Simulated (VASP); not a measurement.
# SnO2 (R3m) in VASP: further runs

SnO2 is run at these levels: LDA; tasks: single point.

All numbers are computed with VASP 6.6.1; they aren't measurements. Logs are shortened: lines on timing, memory, paths and dates and some standing lists are left out, and cuts for length are marked.

## 1. The cell of the first run

The typed cell holds 12 atoms: a = 5.450 Å, b = 5.450 Å, c = 5.450 Å, α = 79.16°, β = 79.16°, γ = 79.16°.

## 2. Single point, LDA (12.85 Å³/atom)

Input file INCAR:

```
SYSTEM = SnO2
PREC     = Accurate       ! precision mode
ENCUT    = 520            ! plane-wave cutoff, eV
EDIFF    = 1E-6           ! SCF threshold, eV
ISMEAR   = 0              ! smearing method
SIGMA    = 0.05           ! smearing width, eV
LREAL    = .FALSE.        ! projectors in reciprocal space
LASPH    = .TRUE.         ! aspherical terms in the spheres
NELM     = 60             ! most SCF steps
ALGO     = Normal         ! electronic algorithm
ISIF     = 2              ! what is computed and relaxed
LWAVE    = .FALSE.        ! write WAVECAR
LCHARG   = .FALSE.        ! write CHGCAR
NBANDS   = 64             ! bands
```

Input file KPOINTS:

```
regular mesh
0
G
  6 6 6
  0 0 0
```

Input file POSCAR:

```
SnO2
1.0
    3.4726449972      2.0049325239      3.6909586127
   -3.4726449972      2.0049325239      3.6909586127
    0.0000000000     -4.0098650478      3.6909586127
Sn O
4 8
Direct
    0.8645353782      0.8645353782      0.8645353782
    0.3648691645      0.3648691645      0.8648751974
    0.3648691645      0.8648751974      0.3648691645
    0.8648751974      0.3648691645      0.3648691645
    0.1199116729      0.6196051221      0.6196051221
    0.6196051221      0.1199116729      0.6196051221
    0.6196051221      0.6196051221      0.1199116729
    0.6099370359      0.6099370359      0.6099370359
    0.1198492242      0.1198492242      0.1198492242
    0.1096932183      0.1096932183      0.6100024814
    0.1096932183      0.6100024814      0.1096932183
    0.6100024814      0.1096932183      0.1096932183
```

Potentials or basis: VASP PAW LDA potentials, release 64 (Sn_d, O).

Launch:

```
> cat potpaw_LDA.64/Sn_d/POTCAR potpaw_LDA.64/O/POTCAR > POTCAR
> mpirun -np 1 vasp_std > vasp.out
```

OUTCAR:

```text
SYSTEM = SnO2
   PREC = Accurate
   ENCUT = 520
   EDIFF = 1E-6
   ISMEAR = 0
   LREAL = .FALSE.
   LASPH = .TRUE.
   NELM = 60
   ISIF = 2

 ion  position               nearest neighbor table
   1  0.865  0.865  0.865-  10 2.18  11 2.18  12 2.18   7 2.18   5 2.18   6 2.18   8 2.82   9 2.83
                             3 3.47   4 3.47   3 3.47   4 3.47   2 3.47   2 3.47
   2  0.365  0.365  0.865-   9 2.18   6 2.18   5 2.18  11 2.18  12 2.18   8 2.18   7 2.82  10 2.82
                             3 3.47   4 3.47   1 3.47   1 3.47   4 3.47   3 3.47
   3  0.365  0.865  0.365-   9 2.18   5 2.18   7 2.18  12 2.18  10 2.18   8 2.18   6 2.82  11 2.82
                             2 3.47   4 3.47   1 3.47   1 3.47   2 3.47   4 3.47
   4  0.865  0.365  0.365-   9 2.18   6 2.18   7 2.18  11 2.18  10 2.18   8 2.18   5 2.82  12 2.82
                             2 3.47   3 3.47   1 3.47   1 3.47   2 3.47   3 3.47
   5  0.120  0.620  0.620-   3 2.18   2 2.18   1 2.18   4 2.82
   6  0.620  0.120  0.620-   4 2.18   2 2.18   1 2.18   3 2.82
   7  0.620  0.620  0.120-   3 2.18   4 2.18   1 2.18   2 2.82
   8  0.610  0.610  0.610-   2 2.18   3 2.18   4 2.18   1 2.82
   9  0.120  0.120  0.120-   2 2.18   3 2.18   4 2.18   1 2.83
  10  0.110  0.110  0.610-   1 2.18   3 2.18   4 2.18   2 2.82
  11  0.110  0.610  0.110-   1 2.18   4 2.18   2 2.18   3 2.82
  12  0.610  0.110  0.110-   1 2.18   3 2.18   2 2.18   4 2.82

  LATTYP: Found a trigonal (rhomboedric) cell.
 ALAT       =     5.4499718515
 COS(alpha) =     0.1879883615

  Lattice vectors:

 A1 = (   3.4726449972,   2.0049325239,   3.6909586127)
 A2 = (  -3.4726449972,   2.0049325239,   3.6909586127)
 A3 = (   0.0000000000,  -4.0098650478,   3.6909586127)

Analysis of symmetry for initial positions (statically):
=====================================================================
 Subroutine PRICEL returns:
 Original cell was already a primitive cell.

 Routine SETGRP: Setting up the symmetry group for a
 trigonal (rhombohedral) supercell.

 Subroutine GETGRP returns: Found  6 space group operations
 (whereof  6 operations were pure point group operations)
 out of a pool of 12 trial point group operations.

The static configuration has the point symmetry C_3v.

Analysis of symmetry for dynamics (positions and initial velocities):
=====================================================================
 Subroutine PRICEL returns:
 Original cell was already a primitive cell.

 Routine SETGRP: Setting up the symmetry group for a
 trigonal (rhombohedral) supercell.

 Subroutine GETGRP returns: Found  6 space group operations
 (whereof  6 operations were pure point group operations)
 out of a pool of 12 trial point group operations.

The dynamic configuration has the point symmetry C_3v.

 Subroutine INISYM returns: Found  6 space group operations
 (whereof  6 operations are pure point group operations),
 and found     1 'primitive' translations

----------------------------------------------------------------------------------------

                                     Primitive cell

  volume of cell :     154.1880

  direct lattice vectors                    reciprocal lattice vectors
     3.472644997  2.004932524  3.690958613     0.143982469  0.083128317  0.090310775
    -3.472644997  2.004932524  3.690958613    -0.143982469  0.083128317  0.090310775
     0.000000000 -4.009865048  3.690958613     0.000000000 -0.166256634  0.090310775

  length of vectors
     5.449971852  5.449971852  5.449971852     0.189201756  0.189201756  0.189201756

  position of ions in fractional coordinates (direct lattice)
     0.864535378  0.864535378  0.864535378
     0.364869164  0.364869164  0.864875197
     0.364869164  0.864875197  0.364869164
     0.864875197  0.364869164  0.364869164
     0.119911673  0.619605122  0.619605122
     0.619605122  0.119911673  0.619605122
     0.619605122  0.619605122  0.119911673
     0.609937036  0.609937036  0.609937036
     0.119849224  0.119849224  0.119849224
     0.109693218  0.109693218  0.610002481
     0.109693218  0.610002481  0.109693218
     0.610002481  0.109693218  0.109693218

  ion indices of the primitive-cell ions
   primitive index   ion index
                 1           1
                 2           2
                 3           3
                 4           4
                 5           5
                 6           6
                 7           7
                 8           8
                 9           9
                10          10
                11          11
                12          12

----------------------------------------------------------------------------------------

 KPOINTS: regular mesh

Automatic generation of k-mesh.
 Grid dimensions read from file:
 generate k-points for:    6    6    6

 Generating k-lattice:

  Cartesian coordinates                     Fractional coordinates (reciprocal lattice)
     0.023997078  0.013854720  0.015051796     0.166666667  0.000000000  0.000000000
    -0.023997078  0.013854720  0.015051796     0.000000000  0.166666667  0.000000000
     0.000000000 -0.027709439  0.015051796     0.000000000  0.000000000  0.166666667

  Length of vectors
     0.031533626  0.031533626  0.031533626

  Shift w.r.t. Gamma in fractional coordinates (k-lattice)
     0.000000000  0.000000000  0.000000000

 Subroutine IBZKPT returns following result:
 ===========================================

 Found     32 irreducible k-points:

 Following reciprocal coordinates:
            Coordinates               Weight
  0.000000  0.000000  0.000000      1.000000
  0.166667  0.000000 -0.000000      6.000000
  0.333333  0.000000 -0.000000      6.000000
  0.500000  0.000000  0.000000      3.000000
  0.166667  0.166667 -0.000000      6.000000
  0.333333  0.166667  0.000000     12.000000
[... 16 lines left out ...]
  0.500000  0.500000  0.166667      6.000000
 -0.333333  0.500000  0.166667     12.000000
 [... further k-points ...]
   k-points           NKPTS =     32   k-points in BZ     NKDIM =     32   number of bands    NBANDS=     64
   number of dos      NEDOS =    301   number of ions     NIONS =     12
   total plane-waves  NPLWV =  74088
   dimension x,y,z NGX =    42 NGY =   42 NGZ =   42
   dimension x,y,z NGXF=    84 NGYF=   84 NGZF=   84
   ions per type =               4   8
   NGX,Y,Z   is equivalent  to a cutoff of  12.81, 12.81, 12.81 a.u.
   NGXF,Y,Z  is equivalent  to a cutoff of  25.62, 25.62, 25.62 a.u.
 SYSTEM =  SnO2
   PREC   = accura    normal or accurate (medium, high low for compatibility)
   ISTART =      0    job   : 0-new  1-cont  2-samecut
   ICHARG =      2    charge: 1-file 2-atom 10-const
   ISPIN  =      1    spin polarized calculation?
   LNONCOLLINEAR =      F non collinear calculations
   LSORBIT =      F    spin-orbit coupling
   LASPH  =      T    aspherical Exc in radial PAW
   ENCUT  =  520.0 eV  38.22 Ry    6.18 a.u.  10.13 10.13 10.13*2*pi/ulx,y,z
   NELM   =     60;   NELMIN=  2; NELMDL= -5     # of ELM steps
   EDIFF  = 0.1E-05   stopping-criterion for ELM
   LREAL  =      F    real-space projection
   EDIFFG = 0.1E-04   stopping-criterion for IOM
   NSW    =      0    number of steps for IOM
   IBRION =     -1    ionic relax: 0-MD 1-quasi-New 2-CG
   NFREE  =      0    steps in history (QN), initial steepest desc. (CG)
   ISIF   =      2    stress and relaxation
   ISYM   =      2    0-nonsym 1-usesym 2-fastsym
   POTIM  = 0.5000    time-step for ionic-motion
   TEBEG  =    0.0;   TEEND  =   0.0 temperature during run
   PSTRESS=    0.0 pullay stress
   NELECT =     104.0000    total number of electrons
   NUPDOWN=      -1.0000    fix difference up-down
   EMIN   =  10.00;   EMAX   =-10.00  energy-range for DOS
   EFERMI =   0.00;   METHOD = LEGACY
   ISMEAR =     0;   SIGMA  =   0.05  broadening in eV -4-tet -1-fermi 0-gaus
   EFERMI_NEDOS =   21; number of points for ismear=-14 and -15
   IALGO  =     38    algorithm
   IMIX   =      4    mixing-type and parameters
     AMIX     =   0.40;   BMIX     =  1.00
     AMIX_MAG =   1.60;   BMIX_MAG =  1.00
  volume/ion in A,a.u.               =      12.85        86.71
  Fermi-wavevector in a.u.,A,eV,Ry     =   1.435718  2.713113 28.045493  2.061286
  Thomas-Fermi vector in A             =   2.554985
   LORBIT       =      0    0 simple, 1 ext, 2 COOP (PROOUT), +10 PAW based schemes
   GGA     = CA    functional components
   LHFCALC =     F    Hartree Fock is set to
   AEXX    =    0.0000 exact exchange contribution
   IVDW    =     0    specifies the selected vdW correction
   LEPSILON=     F    determine dielectric tensor
   LRPA    =     F    only Hartree local field effects (RPA)
 non-spin polarized calculation
 Gauss-broadening in eV      SIGMA  =   0.05
  energy-cutoff  :      520.00
  volume of cell :      154.19
 maximum number of plane-waves:      4181
 NGX is ok and might be reduce to    42
   NGX = 21   NGY = 21   NGZ = 21

 number of electron     103.9999988 magnetization

 Free energy of the ion-electron system (eV)
  ---------------------------------------------------
  ext. energy  EPLUGINS =         0.00000000
  ---------------------------------------------------
  free energy    TOTEN  =       -80.86199110 eV

  energy without entropy =      -80.86139733  energy(sigma->0) =      -80.86169421

 E-fermi :   5.1621     XC(G=0): -11.4730

 val. band max:        5.1395989875   @ k =   0.0000   0.0000   0.0000
 cond. band min:       5.9315152261   @ k =   0.1667   0.0000  -0.0000
 fundamental gap:      0.7919162386
 Fermi energy:         5.1620788845

 k-point     1 :       0.0000    0.0000    0.0000
  band No.  band energies     occupation
      1     -15.5432      2.00000
      2     -15.5431      2.00000
      3     -15.5431      2.00000
      4     -15.2461      2.00000
      5     -15.0661      2.00000
      6     -15.0661      2.00000
[... 56 lines left out ...]
     63      14.7638      0.00000
     64      14.7638      0.00000

 k-point     2 :       0.1667    0.0000   -0.0000
  band No.  band energies     occupation
      1     -15.5176      2.00000
      2     -15.5175      2.00000
      3     -15.5147      2.00000
      4     -15.2317      2.00000
      5     -15.0962      2.00000
      6     -15.0600      2.00000
[... 56 lines left out ...]
     63      14.6695      0.00000
     64      14.7000      0.00000

 k-point     3 :       0.3333    0.0000   -0.0000
  band No.  band energies     occupation
      1     -15.4501      2.00000
      2     -15.4501      2.00000
      3     -15.4358      2.00000
      4     -15.2284      2.00000
      5     -15.1420      2.00000
      6     -15.1305      2.00000
[... 1396 lines left out ...]
     63      13.2492      0.00000
     64      14.2159      0.00000

 k-point    24 :      -0.3333    0.5000    0.1667
  band No.  band energies     occupation
      1     -15.3845      2.00000
      2     -15.3838      2.00000
      3     -15.3614      2.00000
      4     -15.2610      2.00000
      5     -15.2093      2.00000
      6     -15.1950      2.00000
[... 56 lines left out ...]
     63      13.7937      0.00000
     64      14.1161      0.00000

 [... further k-points ...]
[... 5 lines left out ...]
  --------------------------------------------------------------------------------------
  -------------------------------------------------------------------------------------
  Total      -21.4536352    -21.4536352     -9.1041673      0.0000000      0.0000000      0.0000000
  in kB     -222.9260902   -222.9260902    -94.6019823      0.0000000      0.0000000      0.0000000
  external PRESSURE =    -180.1513875 kB  Pullay stress =       0.0000000 kB

 VOLUME and BASIS-vectors are now :
 -----------------------------------------------------------------------------
  energy-cutoff  :      520.00
  volume of cell :      154.19
      direct lattice vectors                 reciprocal lattice vectors
     3.472644997  2.004932524  3.690958613     0.143982469  0.083128317  0.090310775
    -3.472644997  2.004932524  3.690958613    -0.143982469  0.083128317  0.090310775
     0.000000000 -4.009865048  3.690958613     0.000000000 -0.166256634  0.090310775

 POSITION                                       TOTAL-FORCE (eV/Angst)
 -----------------------------------------------------------------------------------
      0.00000      0.00000      9.57289         0.000000      0.000000      0.002790
      0.00000     -2.00496      5.88565         0.000000     -0.005795     -0.000508
     -1.73634      1.00248      5.88565        -0.005018      0.002897     -0.000508
      1.73634      1.00248      5.88565         0.005018      0.002897     -0.000508
     -1.73526     -1.00185      5.01646         0.000430      0.000248      0.171227
      1.73526     -1.00185      5.01646        -0.000430      0.000248      0.171227
      0.00000      2.00370      5.01646         0.000000     -0.000496      0.171227
      0.00000      0.00000      6.75376         0.000000      0.000000     -0.166013
      0.00000      0.00000      1.32708         0.000000      0.000000      0.182261
      0.00000     -2.00617      3.06124         0.000000     -0.000336     -0.177064
     -1.73740      1.00309      3.06124        -0.000291      0.000168     -0.177064
      1.73740      1.00309      3.06124         0.000291      0.000168     -0.177064
 -----------------------------------------------------------------------------------
    total drift:                                0.000000      0.000001      0.001560

  FREE ENERGIE OF THE ION-ELECTRON SYSTEM (eV)
  ---------------------------------------------------
  free  energy   TOTEN  =       -80.8619911039 eV

  energy  without entropy=      -80.8613973255  energy(sigma->0) =      -80.86169421
```

Wall time 3.2 min (1 thread of Intel Xeon 6975P-C (Granite Rapids), shared host); peak memory 0.35 GiB.

What came out:

| Property | Result |
| --- | --- |
| Free energy | -80.8620 eV |
| Pressure | -18.0 GPa |
| Largest force | 0.182 eV/Å |

Forces on the atoms (eV/Å):
```
Sn   0.000  0.000  0.003
Sn   0.000 -0.006 -0.001
Sn  -0.005  0.003 -0.001
Sn   0.005  0.003 -0.001
O    0.000  0.000  0.171
O    0.000  0.000  0.171
O    0.000  0.000  0.171
O    0.000  0.000 -0.166
O    0.000  0.000  0.182
O    0.000  0.000 -0.177
O    0.000  0.000 -0.177
O    0.000  0.000 -0.177
```

Caveat: the cell stands under tension; spin-orbit coupling is left out, which moves the levels of the heavy elements.

## 3. Single point, LDA (13.58 Å³/atom)

This run uses another cell than the first one, of 13.58 Å³/atom.

Input file INCAR:

```
SYSTEM = SnO2
ALGO = Normal ; EDIFF = 1E-6
ENCUT = 520 ; GGA = CA
ISIF = 2 ; ISMEAR = 0
LASPH = .True. ; LCHARG = .False.
LREAL = .False. ; LWAVE = .False.
NBANDS = 64 ; NELM = 100
PREC = Accurate ; SIGMA = 0.05
```

Input file KPOINTS:

```
k-points
0
Gamma
  6 6 6
  0 0 0
```

POSCAR: that of step 2 with these lines changed.

```diff
@@ -2,5 +2,5 @@
 1.0
-    3.4726449972      2.0049325239      3.6909586127
-   -3.4726449972      2.0049325239      3.6909586127
-    0.0000000000     -4.0098650478      3.6909586127
+    3.5369415950      2.0420541820      3.7592973232
+   -3.5369415950      2.0420541820      3.7592973232
+    0.0000000000     -4.0841083639      3.7592973233
 Sn O
```

Potentials or basis: VASP PAW LDA potentials, release 64 (Sn_d, O).

Launch:

```
> cat potpaw_LDA.64/Sn_d/POTCAR potpaw_LDA.64/O/POTCAR > POTCAR
> mpirun -np 1 vasp_std > vasp.out
```

Run time: 3.3 min. Hardware: 1 thread of Intel Xeon 6975P-C (Granite Rapids), shared host; peak memory 0.36 GiB.

The run converged. Its results:

* Free energy: -79.7401 eV
* Pressure: -23.3 GPa
* Largest force: 0.474 eV/Å

Forces in eV/Å, atoms in the order of the input:
```
Sn   0.000  0.000  0.004
Sn   0.000 -0.005 -0.001
Sn  -0.004  0.002 -0.001
Sn   0.004  0.002 -0.001
O    0.000  0.000  0.464
O    0.000  0.000  0.464
O    0.000  0.000  0.464
O    0.000  0.000 -0.458
O    0.000  0.000  0.474
O    0.000  0.000 -0.469
O    0.000  0.000 -0.469
O    0.000  0.000 -0.469
```

Stress tensor (GPa, compression positive):
```
-28.38   0.00   0.00
  0.00 -28.38   0.00
  0.00   0.00 -13.01
```

Levels at points of the mesh, in eV from the Fermi level:
```
           k point  band 48  band 49  band 50  band 51  band 52  band 53  band 54  band 55  band 56  band 57
(0.00, 0.00, 0.00)    -0.39    -0.39    -0.06    -0.06    -0.06     0.00     3.00     3.00     3.00     4.50
(0.50, 0.00, 0.00)    -0.34    -0.15    -0.15    -0.12    -0.11     2.26     2.26     3.66     3.66     5.14
(0.50, 0.50, 0.00)    -1.19    -0.43    -0.43    -0.19    -0.19     2.98     2.99     3.63     3.63     6.24
(0.50, 0.50, 0.50)    -1.44    -1.44    -1.30    -1.30    -1.30     2.66     3.78     3.78     3.78     5.45
```

Caveat: the cell stands under tension; spin-orbit coupling is left out, which moves the levels of the heavy elements.
